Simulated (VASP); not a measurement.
Write the native input for VASP 6.6.1 that does the following.

* Task: single point
* Functional: r2SCAN
* Potentials or basis: VASP PAW PBE potentials, release 64 (Pb_d, Rh_pv, Cl)
* Cutoff: 520 eV
* k mesh: 4 × 4 × 4
* Occupations: fermi-dirac, width 0.1 eV
* Spin: no spin polarisation
* Dipole correction: no
* Further INCAR settings: ALGO = Normal; EDIFF = 1e-06; NBANDS = 46

Crystal: RhPbCl6.

```
CELL_PARAMETERS angstrom
2.87039 4.97166 0.00000
-2.87039 4.97166 0.00000
0.00000 -3.31444 5.22036
ATOMIC_POSITIONS crystal
Pb 0.50000 0.50000 0.50000
Rh 0.00000 0.00000 0.00000
Cl 0.21478 0.56566 0.76544
Cl 0.98500 0.21478 0.76544
Cl 0.56566 0.98500 0.76544
Cl 0.78522 0.43434 0.23456
Cl 0.01500 0.78522 0.23456
Cl 0.43434 0.01500 0.23456
```

These files were run (other wordings do the same):

POSCAR

```
RhPbCl6
1.0
    2.8703897452      4.9716608762     -0.0000017346
   -2.8703897452      4.9716608762     -0.0000017346
    0.0000000000     -3.3144387627      5.2203623571
Pb Rh Cl
1 1 6
Direct
    0.5000000000      0.5000000000      0.5000000000
    0.0000000000      0.0000000000      0.0000000000
    0.2147825199      0.5656583285      0.7654417886
    0.9850009401      0.2147825199      0.7654417886
    0.5656583285      0.9850009401      0.7654417886
    0.7852174801      0.4343416715      0.2345582114
    0.0149990599      0.7852174801      0.2345582114
    0.4343416715      0.0149990599      0.2345582114
```

INCAR.step1

```
SYSTEM = RhPbCl6
PREC = Accurate ; ENCUT = 520
ISMEAR = -1 ; SIGMA = 0.1
LREAL = .False. ; LASPH = .True.
NELM = 80 ; NBANDS = 46
GGA = PE ; ALGO = Normal
EDIFF = 1E-4 ; LWAVE = .True.
LCHARG = .False.
```

INCAR.step2

```
SYSTEM = RhPbCl6
PREC = Accurate ; ENCUT = 520
EDIFF = 1E-6 ; ISMEAR = -1
SIGMA = 0.1 ; LREAL = .False.
LASPH = .True. ; NELM = 80
ALGO = Normal ; ISIF = 2
LWAVE = .False. ; LCHARG = .True.
METAGGA = R2SCAN ; LMIXTAU = .True.
LELF = .True. ; LVHAR = .True.
NBANDS = 46 ; ISTART = 1
```

KPOINTS

```
regular mesh
0
Gamma
  4 4 4
  0 0 0
```

Potentials or basis: VASP PAW PBE potentials, release 64 (Pb_d, Rh_pv, Cl).

Launch:

```bash
$ cat potpaw_PBE.64/Pb_d/POTCAR potpaw_PBE.64/Rh_pv/POTCAR potpaw_PBE.64/Cl/POTCAR > POTCAR
$ cp INCAR.step1 INCAR
$ mpirun -np 1 vasp_std > vasp.out
$ cp INCAR.step2 INCAR
$ mpirun -np 1 vasp_std > vasp.out
```

It gave:

The pressure is 19.8 GPa, the largest force is 0.026 eV/Å and the band gap on the k mesh is zero (an odd number of electrons rules out a gap without spin polarisation).

Caveat: the cell stands under pressure; the PAW data sets were made with another functional, which shifts forces and pressure a little; spin-orbit coupling is left out, which moves the levels of the heavy elements; an odd number of electrons without spin polarisation forces a metal; a magnetic or distorted state may lie lower.

It took 4.6 min on 1 thread of Intel(R) Xeon(R) 6975P-C (Granite Rapids) (shared host), peak memory 0.4 GiB.
